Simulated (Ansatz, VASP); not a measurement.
# TiC in VASP and in Ansatz

File INCAR:

```
ALGO = Normal ; EDIFF = 1E-6
ENCUT = 520 ; GGA = PE
ISIF = 2 ; ISMEAR = 0
LASPH = True ; LCHARG = True
LELF = True ; LREAL = False
LVHAR = True ; LWAVE = False
NBANDS = 15 ; NELM = 60
PREC = Accurate ; SIGMA = 0.15
```

File KPOINTS:

```
k-points
0
Gamma
  20 20 20
```

File POSCAR:

```
TiC
1.0
    0.0000000000      2.0364019665      2.4436823598
    2.0364019665      0.0000000000      2.4436823598
    2.0364019665      2.0364019665      0.0000000000
Ti C
1 1
Direct
    0.0000000000      0.0000000000      0.0000000000
    0.5000000000      0.5000000000      0.5000000000
```

Input for Ansatz:

```yaml
crystal:
  lattice:
    - [0.0, 2.0364019665, 2.4436823598]
    - [2.0364019665, 0.0, 2.4436823598]
    - [2.0364019665, 2.0364019665, 0.0]
  atoms:
    - { symbol: Ti, position: [0.0, 0.0, 0.0] }
    - { symbol: C, position: [0.5, 0.5, 0.5] }
basis:
  ecutwfc: 420
kpoints:
  mp_grid: { grid: [20, 20, 20] }
hamiltonian:
  xc: pbe
scf:
  occupations: { method: gaussian, width: 0.15 }
output:
  forces: true
  stress: true
  eigenvalues: true
```

Alike in both runs: task single point; functional PBE; k mesh 20 × 20 × 20; occupations gaussian, width 0.15 eV; no spin polarisation.

```csv
,VASP,Ansatz
version,VASP 6.6.1,Ansatz 0.2.0
potentials or method,"VASP PAW PBE potentials, release 64 (Ti_sv, C), cutoff 520 eV","scalar-relativistic, plane waves, PAW"
valence electrons in the cell,16,16
```

```csv
,VASP,Ansatz,Ansatz less VASP
gap on the k mesh at the Fermi level (eV),none,none,-
pressure (GPa),16.3,16.2,-0.11
"traceless stress, the component that is largest in VASP (GPa)",-42.26,-41.97,+0.288
```

A gap of «none» marks a metal or a gap that the smearing closes.
